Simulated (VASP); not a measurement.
# Li2Se (Fm-3m) in VASP: notebook, part 2 of 2

VASP 6.6.1. The steps go on from the part before.

## (4) Single point, PBE (volume scaled by 0.94)

Contents of INCAR:

```
SYSTEM = Li2Se
  PREC = Accurate
  ENCUT = 750
  EDIFF = 1E-6
  ISMEAR = 0
  SIGMA = 0.02
  LREAL = .FALSE.
  LASPH = .TRUE.
  NELM = 120
  ALGO = Normal
  ISIF = 2
  LWAVE = .FALSE.
  LCHARG = .TRUE.
  GGA = PE
  LELF = .TRUE.
  LVHAR = .TRUE.
  NBANDS = 13
  GGA_COMPAT = .FALSE.
```

Contents of KPOINTS:

```
regular mesh
0
G
  8 8 8
  0 0 0
```

Contents of POSCAR:

```
Li2Se
1.0
    0.0000000000      2.9412072914      2.9412072914
    2.9412072914      0.0000000000      2.9412072914
    2.9412072914      2.9412072914      0.0000000000
Li Se
2 1
Direct
    0.2500000000      0.2500000000      0.2500000000
    0.7500000000      0.7500000000      0.7500000000
    0.0000000000      0.0000000000      0.0000000000
```

Potentials or basis: VASP PAW PBE potentials, release 64 (Li_sv, Se).

Command:

```console
> cat potpaw_PBE.64/Li_sv/POTCAR potpaw_PBE.64/Se/POTCAR > POTCAR
> mpirun -np 1 vasp_std > vasp.out
```

OUTCAR:

```text
SYSTEM = Li2Se
   PREC = Accurate
   ENCUT = 750
   EDIFF = 1E-6
   ISMEAR = 0
   LREAL = .FALSE.
   LASPH = .TRUE.
   NELM = 120
   ISIF = 2
   GGA = PE

 ion  position               nearest neighbor table
   1  0.250  0.250  0.250-   3 2.55   3 2.55   3 2.55   3 2.55
   2  0.750  0.750  0.750-   3 2.55   3 2.55   3 2.55   3 2.55
   3  0.000  0.000  0.000-   1 2.55   2 2.55   2 2.55   2 2.55   2 2.55   1 2.55   1 2.55   1 2.55

  LATTYP: Found a face centered cubic cell.
 ALAT       =     5.8824145828

  Lattice vectors:

 A1 = (   0.0000000000,   2.9412072914,   2.9412072914)
 A2 = (   2.9412072914,   0.0000000000,   2.9412072914)
 A3 = (   2.9412072914,   2.9412072914,   0.0000000000)

Analysis of symmetry for initial positions (statically):
=====================================================================
 Subroutine PRICEL returns:
 Original cell was already a primitive cell.

 Routine SETGRP: Setting up the symmetry group for a
 face centered cubic supercell.

 Subroutine GETGRP returns: Found 48 space group operations
 (whereof 48 operations were pure point group operations)
 out of a pool of 48 trial point group operations.

The static configuration has the point symmetry O_h .

Analysis of symmetry for dynamics (positions and initial velocities):
=====================================================================
 Subroutine PRICEL returns:
 Original cell was already a primitive cell.

 Routine SETGRP: Setting up the symmetry group for a
 face centered cubic supercell.

 Subroutine GETGRP returns: Found 48 space group operations
 (whereof 48 operations were pure point group operations)
 out of a pool of 48 trial point group operations.

The dynamic configuration has the point symmetry O_h .

 Subroutine INISYM returns: Found 48 space group operations
 (whereof 48 operations are pure point group operations),
 and found     1 'primitive' translations

----------------------------------------------------------------------------------------

                                     Primitive cell

[... 118 lines left out ...]
   LHFCALC =     F    Hartree Fock is set to
   AEXX    =    0.0000 exact exchange contribution
   IVDW    =     0    specifies the selected vdW correction
   LEPSILON=     F    determine dielectric tensor
   LRPA    =     F    only Hartree local field effects (RPA)
 non-spin polarized calculation
 Gauss-broadening in eV      SIGMA  =   0.02
  energy-cutoff  :      750.00
  volume of cell :       50.89
 maximum number of plane-waves:      2421
 NGX is ok and might be reduce to    40
   NGX = 19   NGY = 19   NGZ = 19

 number of electron      11.9999998 magnetization

 Free energy of the ion-electron system (eV)
  ---------------------------------------------------
  ext. energy  EPLUGINS =         0.00000000
  ---------------------------------------------------
  free energy    TOTEN  =       -11.10750621 eV

  energy without entropy =      -11.10750621  energy(sigma->0) =      -11.10750621

 E-fermi :   1.5027     XC(G=0):  -8.4922

 val. band max:        1.3585748717   @ k =   0.0000   0.0000   0.0000
 cond. band min:       4.2787747811   @ k =   0.5000   0.5000   0.0000
 fundamental gap:      2.9201999094
 Fermi energy:         1.5026994905

 k-point     1 :       0.0000    0.0000    0.0000
  band No.  band energies     occupation
      1     -43.2571      2.00000
      2     -43.2265      2.00000
      3     -10.2017      2.00000
      4       1.3586      2.00000
      5       1.3586      2.00000
      6       1.3586      2.00000
      7       5.0094      0.00000
      8       7.0058      0.00000
      9       7.0058      0.00000
     10       7.0058      0.00000
     11      12.1275      0.00000
     12      12.1275      0.00000
     13      12.5227      0.00000
[... 354 lines left out ...]
  band No.  band energies     occupation
      1     -43.2411      2.00000
      2     -43.2411      2.00000
      3      -9.7230      2.00000
      4      -1.4493      2.00000
      5      -0.0486      2.00000
      6       0.3416      2.00000
      7       6.8251      0.00000
      8       7.3093      0.00000
      9       9.2022      0.00000
     10       9.9880      0.00000
     11      11.0060      0.00000
     12      12.4203      0.00000
     13      14.3541      0.00000

 [... further k-points ...]
[... 5 lines left out ...]
  --------------------------------------------------------------------------------------
  -------------------------------------------------------------------------------------
  Total        0.7348317      0.7348317      0.7348317      0.0000000      0.0000000      0.0000000
  in kB       23.1361744     23.1361744     23.1361744      0.0000000      0.0000000      0.0000000
  external PRESSURE =      23.1361744 kB  Pullay stress =       0.0000000 kB

 VOLUME and BASIS-vectors are now :
 -----------------------------------------------------------------------------
  energy-cutoff  :      750.00
  volume of cell :       50.89
      direct lattice vectors                 reciprocal lattice vectors
     0.000000000  2.941207291  2.941207291    -0.169998219  0.169998219  0.169998219
     2.941207291  0.000000000  2.941207291     0.169998219 -0.169998219  0.169998219
     2.941207291  2.941207291  0.000000000     0.169998219  0.169998219 -0.169998219

 POSITION                                       TOTAL-FORCE (eV/Angst)
 -----------------------------------------------------------------------------------
      1.47060      1.47060      1.47060         0.000000      0.000000     -0.000000
      4.41181      4.41181      4.41181         0.000000     -0.000000      0.000000
      0.00000      0.00000      0.00000        -0.000000      0.000000     -0.000000
 -----------------------------------------------------------------------------------
    total drift:                                0.000000     -0.000000      0.000000

  FREE ENERGIE OF THE ION-ELECTRON SYSTEM (eV)
  ---------------------------------------------------
  free  energy   TOTEN  =       -11.1075062072 eV

  energy  without entropy=      -11.1075062072  energy(sigma->0) =      -11.10750621
```

It took 71 s on 1 thread of Intel Xeon Platinum 8488C (Sapphire Rapids), shared host; peak memory 0.24 GiB.

Results:

```
Free energy            : -11.1075 eV
Pressure               : 2.3 GPa
Band gap on the k mesh : 2.92 eV, indirect (least direct gap 3.65 eV)
```

 A k mesh can miss the band edges.

## (5) Single point, PBE (volume scaled by 0.97)

Contents of INCAR:

```
ALGO     = Normal         # electronic algorithm
EDIFF    = 1E-6           # SCF threshold, eV
ENCUT    = 750            # plane-wave cutoff, eV
GGA      = PE             # functional
GGA_COMPAT= F            
ISIF     = 2              # what is computed and relaxed
ISMEAR   = 0              # smearing method
LASPH    = T              # aspherical terms in the spheres
LCHARG   = T              # write CHGCAR
LELF     = T              # ELF
LREAL    = F              # projectors in reciprocal space
LVHAR    = T            
LWAVE    = F              # write WAVECAR
NBANDS   = 13             # bands
NELM     = 120            # most SCF steps
PREC     = Accurate       # precision mode
SIGMA    = 0.02           # smearing width, eV
```

Contents of KPOINTS:

```
k-points
0
Gamma
  8 8 8
```

Contents of POSCAR:

```
Li2Se
1.0
    0.0000000000      2.9721696435      2.9721696435
    2.9721696435      0.0000000000      2.9721696435
    2.9721696435      2.9721696435      0.0000000000
Li Se
2 1
Direct
    0.2500000000      0.2500000000      0.2500000000
    0.7500000000      0.7500000000      0.7500000000
    0.0000000000      0.0000000000      0.0000000000
```

Command:

```console
> cat potpaw_PBE.64/Li_sv/POTCAR potpaw_PBE.64/Se/POTCAR > POTCAR
> mpirun -np 1 vasp_std > vasp.out
```

Wall time 64 s (1 thread of Intel Xeon Platinum 8488C (Sapphire Rapids), shared host); peak memory 0.24 GiB.

It converged, with:

| Property | Result |
| --- | --- |
| Free energy | -11.1253 eV |
| Pressure | 1.1 GPa |
| Band gap on the k mesh | 2.95 eV, indirect (least direct gap 3.51 eV) |

Levels at points of the mesh, in eV from the valence-band top:
```tsv
k point	band 3	band 4	band 5	band 6	band 7	band 8	band 9	band 10
(0.00, 0.00, 0.00)	-11.47	0.00	0.00	0.00	3.51	5.63	5.63	5.63
(0.50, 0.00, 0.00)	-11.08	-3.01	-0.55	-0.55	5.23	5.97	5.97	8.07
(0.50, 0.50, 0.00)	-10.97	-2.35	-1.50	-1.50	2.95	6.25	10.52	10.52
```

 A k mesh can miss the band edges.

## (6) Single point, PBE

Contents of INCAR:

```
SYSTEM = Li2Se
PREC = Accurate ; ENCUT = 750
EDIFF = 1E-6 ; ISMEAR = 0
SIGMA = 0.02 ; LREAL = .FALSE.
LASPH = .TRUE. ; NELM = 120
ALGO = Normal ; ISIF = 2
LWAVE = .FALSE. ; LCHARG = .TRUE.
GGA = PE ; LELF = .TRUE.
LVHAR = .TRUE. ; NBANDS = 13
GGA_COMPAT = .FALSE.
```

Contents of KPOINTS:

```
Automatic mesh
0
G
  8 8 8
  0 0 0
```

Contents of POSCAR:

```
Li2Se
1.0
    0.0000000000      3.0025000000      3.0025000000
    3.0025000000      0.0000000000      3.0025000000
    3.0025000000      3.0025000000      0.0000000000
Li Se
2 1
Direct
    0.2500000000      0.2500000000      0.2500000000
    0.7500000000      0.7500000000      0.7500000000
    0.0000000000      0.0000000000      0.0000000000
```

Potentials or basis: VASP PAW PBE potentials, release 64 (Li_sv, Se).

Command:

```console
> cat potpaw_PBE.64/Li_sv/POTCAR potpaw_PBE.64/Se/POTCAR > POTCAR
> mpirun -np 1 vasp_std > vasp.out
```

It took 61 s on 1 thread of Intel Xeon Platinum 8488C (Sapphire Rapids), shared host; peak memory 0.25 GiB.

The run converged. Its results:

```
Free energy            : -11.1310 eV
Pressure               : 0.0 GPa
Band gap on the k mesh : 2.97 eV, indirect (least direct gap 3.38 eV)
```

Levels at points of the mesh, in eV from the valence-band top:
| k point | band 4 | band 5 | band 6 | band 7 | band 8 | band 9 |
| --- | --- | --- | --- | --- | --- | --- |
| (0.00, 0.00, 0.00) | 0.00 | 0.00 | 0.00 | 3.38 | 5.62 | 5.62 |
| (0.50, 0.00, 0.00) | -2.90 | -0.53 | -0.53 | 5.10 | 5.96 | 5.96 |
| (0.50, 0.50, 0.00) | -2.28 | -1.44 | -1.44 | 2.97 | 6.17 | 10.31 |

A k mesh can miss the band edges. Expect the measured gap to be larger: semilocal functionals such as PBE lack the derivative discontinuity.

## (7) The runs side by side

```tsv
task	cell	gap on the mesh (eV)	pressure (GPa)
single point	a = 4.246 Å, angles 60.0°, 3 atoms	2.97	0.0
relaxation of cell and atoms	relaxed from a = 4.246 Å, angles 60.0°, 3 atoms	2.98	0.0
single point	a = 4.159 Å, angles 60.0°, 3 atoms	2.92	2.3
single point	a = 4.203 Å, angles 60.0°, 3 atoms	2.95	1.1
```

Alike in all rows: level PBE; potentials or basis VASP PAW PBE potentials, release 64 (Li_sv, Se); no spin polarisation; k mesh 8 × 8 × 8; cutoff (eV) 750; smearing gaussian 0.02 eV.

Caveats: the relaxation stopped at its first step, so nothing moved (some runs).

Absolute energies hang on the potentials; compare differences alone.
